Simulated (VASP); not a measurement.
# SiC: single point with LDA

SiC:

```
Si C
1.0
    -3.07600    0.00000    0.00000
    -1.53800   -2.66389    0.00000
    -1.53800    0.00000   10.09600
Si C
4 4
Cartesian
  -1.5380 -0.8880 6.6003
  -1.5380 -0.8880 1.5523
  -3.0760 -1.7759 9.1243
  -3.0760 -1.7759 4.0763
  -1.5380 -0.8880 8.5437
  -1.5380 -0.8880 3.4957
  -3.0760 -1.7759 0.9717
  -3.0760 -1.7759 6.0197
```

- Program: VASP 6.6.1
- Task: single point
- Functional: LDA
- Potentials or basis: VASP PAW LDA potentials, release 64 (Si, C)
- Cutoff: 520 eV
- k mesh: 10 × 10 × 3
- Occupations: gaussian, width 0.05 eV
- Spin: no spin polarisation
- Dipole correction: no
- Further INCAR settings: ALGO = Normal; EDIFF = 1e-07; NBANDS = 26; ISYM = 0

- Pressure: -4.6 GPa
- Largest force: 1.442 eV/Å
- Band gap on the k mesh: 0.25 eV, indirect (least direct gap 0.81 eV)

Forces on the atoms (eV/Å):
```
Si   0.000  0.267  0.455
Si   0.000  0.426  0.786
Si   0.000 -0.327  0.566
Si   0.000  0.035  0.502
C   -0.001  0.686 -1.268
C    0.000 -0.108 -0.425
C    0.001 -1.021 -0.013
C    0.000  0.043 -0.603
```

Stress tensor (GPa, compression positive):
```
-11.63   0.00   0.00
  0.00  -1.38  -5.70
  0.00  -5.70  -0.71
```

Levels at points of the mesh, in eV from the valence-band top:
| k point | band 12 | band 13 | band 14 | band 15 | band 16 | band 17 | band 18 | band 19 | band 20 | band 21 |
| --- | --- | --- | --- | --- | --- | --- | --- | --- | --- | --- |
| (0.00, 0.00, 0.00) | -1.19 | -1.03 | -0.87 | -0.70 | -0.04 | 3.95 | 4.41 | 5.18 | 5.54 | 5.95 |
| (0.50, 0.00, 0.00) | -3.44 | -3.01 | -2.81 | -2.17 | -0.56 | 0.25 | 2.24 | 2.75 | 3.12 | 4.13 |
| (0.00, 0.50, 0.00) | -3.51 | -2.78 | -2.43 | -2.28 | -2.10 | 1.07 | 2.38 | 2.77 | 3.72 | 4.25 |
| (0.50, 0.50, 0.00) | -3.44 | -3.23 | -2.82 | -2.19 | -1.17 | 0.92 | 2.33 | 2.64 | 3.57 | 3.80 |

Run time: 4.8 min on 1 thread of Oxide Virtual Turin-like Processor, with other jobs on the host, peak memory 0.3 GiB.

Caveat: forces of over 1 eV/Å act on the atoms, so gaps and moduli don't describe the material at rest. A k mesh can miss the band edges.
